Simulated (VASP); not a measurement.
Input of a VASP 6.6.1 run:

The input INCAR:

```
SYSTEM = Si5C3
ALGO = Normal ; EDIFF = 1E-7
ENCUT = 520 ; GGA = PE
ISIF = 2 ; ISMEAR = 0
LASPH = .True. ; LCHARG = .False.
LREAL = .False. ; LWAVE = .False.
NBANDS = 26 ; NELM = 80
PREC = Accurate ; SIGMA = 0.1
```

The input KPOINTS:

```
k-points
0
Gamma
  12 12 4
  0 0 0
```

File POSCAR:

```
Si5C3
1.0
    3.1757755773      0.0000000000      0.0000000000
   -1.5878877887      2.7503023267      0.0000000000
    0.0000000000      0.0000000000     11.2118231654
Si C
5 3
Direct
    0.0000000000      0.0000000000      0.0279344996
    0.3333333333      0.6666666667      0.2506930201
    0.6666666667      0.3333333333      0.4750737533
    0.3333333333      0.6666666667      0.7000766682
    0.3333333333      0.6666666667      0.9111361710
    0.0000000000      0.0000000000      0.1974642007
    0.3333333333      0.6666666667      0.4203974946
    0.6666666667      0.3333333333      0.6462241926
```

Potentials or basis: VASP PAW PBE potentials, release 64 (Si, C).

Command:

```bash
$ cat potpaw_PBE.64/Si/POTCAR potpaw_PBE.64/C/POTCAR > POTCAR
$ mpirun -np 1 vasp_std > vasp.out
```

(1) Estimate the pressure.

(2) Estimate the largest force.

Results:

(1) -0.1 GPa.

(2) 0.016 eV/Å.
